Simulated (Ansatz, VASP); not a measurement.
## In2S: VASP beside Ansatz

```
In S
1.0
     3.94306    0.00000    0.00000
     0.00000    3.94306    0.00000
     0.00000    0.00000    5.43495
In S
2 1
Cartesian
  1.9715 0.0000 3.5933
  0.0000 1.9715 1.8416
  0.0000 0.0000 0.0000
```

Change from the starting cell: relaxed end of: ordered vacancies on the anion sites of zinc blende (P-4m2, No. 115).

Alike in both runs: task single point; functional PBE; k mesh 4 × 4 × 4; occupations gaussian, width 0.1 eV; no spin polarisation.

|  | VASP | Ansatz |
| --- | --- | --- |
| version | VASP 6.6.1 | Ansatz 0.2.0 |
| potentials or method | VASP PAW PBE potentials, release 64 (In_d, S), cutoff 520 eV | scalar-relativistic, plane waves, PAW |
| valence electrons in the cell | 32 | 32 |

Ansatz gave:

| Property | Result |
| --- | --- |
| gap on the k mesh at the Fermi level (eV) | none |
| pressure (GPa) | 0.6 |
| traceless stress, the component that is largest in VASP (GPa) | -0.26 |
| rms of the force components (eV/Å) | 0.021 |

Which values does VASP return?

gap on the k mesh at the Fermi level (eV): none; pressure (GPa): 0.6; traceless stress, the component that is largest in VASP (GPa): -0.24; rms of the force components (eV/Å): 0.024.

Atom by atom the forces differ by 0.004 eV/Å (rms over components). A gap of «none» marks a metal or a gap that the smearing closes.

The k mesh is coarse, so the values compare programs but aren't converged.
